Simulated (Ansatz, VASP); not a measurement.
# Ge2N in VASP and in Ansatz

```
CELL_PARAMETERS angstrom
1.49371 0.86240 6.02837
-1.49371 0.86240 6.02837
0.00000 -1.72479 6.02837
ATOMIC_POSITIONS crystal
Ge 0.25672 0.25672 0.25672
Ge 0.74328 0.74328 0.74328
N 0.00000 0.00000 0.00000
```

Change from the starting cell: species swapped into the NiCl2 type (R-3m, No. 166).

Alike in both runs: functional PBE; k mesh 18 × 18 × 18; occupations gaussian, width 0.1 eV; no spin polarisation.

Ansatz relaxed the structure, and its values are those at the end. VASP's run is a single point on that final structure, the one shown.

|  | VASP | Ansatz |
| --- | --- | --- |
| version | VASP 6.6.1 | Ansatz 0.2.0 |
| potentials or method | VASP PAW PBE potentials, release 64 (Ge_d, N), cutoff 520 eV | scalar-relativistic, plane waves, PAW |
| valence electrons in the cell | 33 | 33 |

Ansatz gave:

- gap on the k mesh at the Fermi level (eV): none
- pressure (GPa): 0.0
- rms of the force components (eV/Å): 0.000

Problem. Which values does VASP return?

Solution. gap on the k mesh at the Fermi level (eV): none; pressure (GPa): 0.0; rms of the force components (eV/Å): 0.017.

A gap of «none» marks a metal or a gap that the smearing closes.
